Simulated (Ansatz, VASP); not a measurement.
CdTe in VASP and in Ansatz

```xyz
2
Lattice="0.0000 3.3087 3.3087 3.3087 0.0000 3.3087 3.3087 3.3087 0.0000" Properties=species:S:1:pos:R:3 pbc="T T T"
Cd    0.0000    0.0000    0.0000
Te    1.6543    1.6543    1.6543
```

Alike in both runs: task single point; functional PBE0; k mesh 6 × 6 × 6; occupations gaussian, width 0.02 eV; no spin polarisation.

|  | VASP | Ansatz |
| --- | --- | --- |
| version | VASP 6.6.1 | Ansatz 0.2.0 |
| potentials or method | VASP PAW PBE potentials, release 64 (Cd, Te), cutoff 520 eV | scalar-relativistic, plane waves, PAW |
| valence electrons in the cell | 18 | 36 |

```tsv
	VASP	Ansatz	Ansatz less VASP
gap on the k mesh at the Fermi level (eV)	1.95	2.01	+0.060
least direct gap on the mesh (eV)	1.95	2.01	+0.060
pressure (GPa)	-1.1	-1.0	+0.08
```

VASP's potentials hold 18 valence electrons a cell and Ansatz's 36, so a difference there can come from the potentials and not from the codes. Ansatz's warnings: stress exchange threshold loose, stress scf threshold loose.

Neither program's run includes spin-orbit coupling.
